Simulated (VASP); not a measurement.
Write the native input for VASP 6.6.1 that does the following.

```
Task                   : single point
Functional             : PBEsol
Potentials or basis    : VASP PAW PBE potentials, release 64 (Ru_pv)
Cutoff                 : 520 eV
k mesh                 : 24 × 24 × 24
Occupations            : gaussian, width 0.15 eV
Spin                   : no spin polarisation
Dipole correction      : no
Further INCAR settings : ALGO = Fast; EDIFF = 1e-07; NBANDS = 13
```

The structure of Ru lies in POSCAR:

```
Ru
1.0
    0.0000000000      1.7546385263      2.2810300843
    1.7546385263      0.0000000000      2.2810300843
    1.7546385263      1.7546385263      0.0000000000
Ru
1
Direct
    0.0000000000      0.0000000000      0.0000000000
```

This cell differs from its parent crystal: ratio of the length along z to the lengths across it x 1.3, volume and fractional coordinates fixed.

One way to write it, as run:

INCAR

```
ALGO = Fast
EDIFF = 1E-7
ENCUT = 520
GGA = PS
ISIF = 2
ISMEAR = 0
LASPH = T
LCHARG = F
LREAL = F
LWAVE = F
NBANDS = 13
NELM = 80
PREC = Accurate
SIGMA = 0.15
```

KPOINTS

```
k-points
0
Gamma
  24 24 24
```

Potentials or basis: VASP PAW PBE potentials, release 64 (Ru_pv).

Command:

```bash
$ cat potpaw_PBE.64/Ru_pv/POTCAR > POTCAR
$ mpirun -np 1 vasp_std > vasp.out
```

It gave:

```json
{
 "Pressure": "-2.2 GPa",
 "Band gap on the k mesh": "zero (band 7 reaches 13.94 eV, above the bottom of band 8 at 10.99 eV)"
}
```

Caveat: the PAW data sets were made with another functional, which shifts forces and pressure a little.

Run time: 110 s on 1 thread of Intel(R) Xeon(R) 6975P-C (Granite Rapids) (shared host), peak memory 0.29 GiB.
